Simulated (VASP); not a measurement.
Here is a VASP 6.6.1 calculation.

The input INCAR:

```
SYSTEM = BeS
PREC = Accurate
ENCUT = 520
EDIFF = 1E-6
ISMEAR = 0
SIGMA = 0.01
LREAL = .FALSE.
LASPH = .TRUE.
NELM = 60
ALGO = Normal
ISIF = 2
LWAVE = .FALSE.
LCHARG = .FALSE.
GGA = PE
NBANDS = 11
```

File KPOINTS:

```
Automatic mesh
0
G
  8 8 8
  0 0 0
```

The input POSCAR:

```
BeS
1.0
    0.0000000000      2.4343066359      2.4343066359
    2.4343066359      0.0000000000      2.4343066359
    2.4343066359      2.4343066359      0.0000000000
Be S
1 1
Direct
    0.0000000000      0.0000000000      0.0000000000
    0.2500000000      0.2500000000      0.2500000000
```

Potentials or basis: VASP PAW PBE potentials, release 64 (Be, S).

Run with:

```console
$ cat potpaw_PBE.64/Be/POTCAR potpaw_PBE.64/S/POTCAR > POTCAR
$ mpirun -np 1 vasp_std > vasp.out
```

**Question.** What does it give for the pressure?

**Answer.** 0.4 GPa.

**Question.** Predict the band gap on the k mesh.

**Answer.** 3.14 eV (least direct gap 5.67 eV).

A k mesh can miss the band edges.
